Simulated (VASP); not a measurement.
Fe:

```
Fe
1.0
     4.05246    0.00000    0.00000
    -2.02623    3.50953    0.00000
     0.00000    0.00000    2.48416
Fe
3
Direct
  0.00000 0.00000 0.00000
  0.33333 0.66667 0.50000
  0.66667 0.33333 0.50000
```

This isn't the form of Fe at room conditions, which is bcc.

| Property | Result |
| --- | --- |
| Program | VASP 6.6.1 |
| Task | relaxation of cell and atoms |
| Functional | PBE |
| Potentials or basis | VASP PAW PBE potentials, release 64 (Fe) |
| Cutoff | 600 eV |
| k mesh | 9 × 9 × 13 |
| Occupations | fermi-dirac, width 0.1 eV |
| Spin | no spin polarisation |

At the start: pressure -25.4 GPa; volume 11.78 Å³/atom.

Task: How do energy, volume and symmetry change on relaxing?

Result: Over 9 steps the energy falls by 130.3 meV/atom and the volume is 10.39 Å³/atom (-11.7 %); space group P6/mmm (No. 191, to 0.1 Å) before and after.

Step by step:
```csv
step,energy change (eV),largest force (eV/Å),pressure (GPa),volume (Å³)
1,0.0000,0.0000,-25.39,35.33
2,0.3865,0.0000,62.78,26.61
3,-0.3876,0.0000,-0.82,31.28
4,-0.3882,0.0000,-0.15,31.18
5,-0.3883,0.0000,0.59,31.10
6,-0.3909,0.0000,0.35,31.15
7,-0.3910,0.0000,0.38,31.14
8,-0.3909,0.0000,-0.43,31.24
9,-0.3910,0.0000,0.02,31.18
```

Final structure:
```xyz
3
Lattice="3.8548 0.0000 0.0000 -1.9274 3.3384 0.0000 0.0000 0.0000 2.4230" Properties=species:S:1:pos:R:3 pbc="T T T"
Fe    0.0000    0.0000    0.0000
Fe    0.0000    2.2256    1.2115
Fe    1.9274    1.1128    1.2115
```

Caveat: the run has no spin polarisation, though such a crystal can be magnetic.
